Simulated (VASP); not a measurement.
Wanted: the native input for a VASP 6.6.1 run.

```yaml
Task: relaxation of cell and atoms
Functional: PBE
Potentials_or_basis: VASP PAW PBE potentials, release 64 (Mg)
Cutoff: 600 eV
k_mesh: 4 × 4 × 4
Occupations: gaussian, width 0.1 eV
Spin: no spin polarisation
Dipole_correction: no
Further_INCAR_settings: ALGO = Normal; EDIFF = 1e-07; IBRION = 2; EDIFFG = -0.04; NSW = 90; ISIF = 3
```

The structure of Mg lies in POSCAR:

```
Mg
1.0
    5.6445557929      0.0000000000      0.0000000000
   -2.5514215011      5.0749048497      0.0000000000
    1.8035060553      2.7061977683      5.6479883784
Mg
6
Direct
    0.9555250293      0.0075411466      0.3780523808
    0.4834373589      0.4920829543      0.9269070806
    0.1422564554      0.4948289835      0.8029466030
    0.5031008302      0.4298209835      0.5219690316
    0.9326592685      0.9486163699      0.9943995201
    0.3453845228      0.7480990117      0.2447257017
```

The cell was built from a structure type or drawn by symmetry, and may not be a known phase.

These files were run (other wordings do the same):

INCAR

```
ALGO = Normal
EDIFF = 1E-7
EDIFFG = -0.04
ENCUT = 600
GGA = PE
IBRION = 2
ISIF = 3
ISMEAR = 0
LASPH = True
LCHARG = False
LREAL = False
LWAVE = False
NELM = 100
NSW = 90
PREC = Accurate
SIGMA = 0.1
```

KPOINTS

```
k-points
0
Gamma
  4 4 4
```

Potentials or basis: VASP PAW PBE potentials, release 64 (Mg).

The run is started by

```bash
$ cat potpaw_PBE.64/Mg/POTCAR > POTCAR
$ mpirun -np 1 vasp_std > vasp.out
```

It gave:

```yaml
Relaxed_volume: 22.96 Å³/atom
Relaxed_cell: a = 4.381 Å, b = 5.520 Å, c = 6.498 Å, α = 74.16°, β = 90.01°, γ = 113.35°
Space_group_after_relaxing_to_0.1_Å: I4/mmm (No. 139)
Energy_gained_by_relaxing: 627.7 meV/atom
Ionic_steps: 61
Pressure_after_relaxing: 0.0 GPa
Largest_force_after_relaxing: 0.029 eV/Å
Band_gap_on_the_k_mesh: zero (bands 6 and 7 overlap by 2.03 eV)
```

Caveat: a cell axis changed by over 15 % at a fixed basis, so the end point is rough.

Run time: 44 min on 1 thread of Intel(R) Xeon(R) Platinum 8259CL CPU @ 2.50GHz (Skylake/Cascade Lake), on a shared host, peak memory 0.41 GiB.
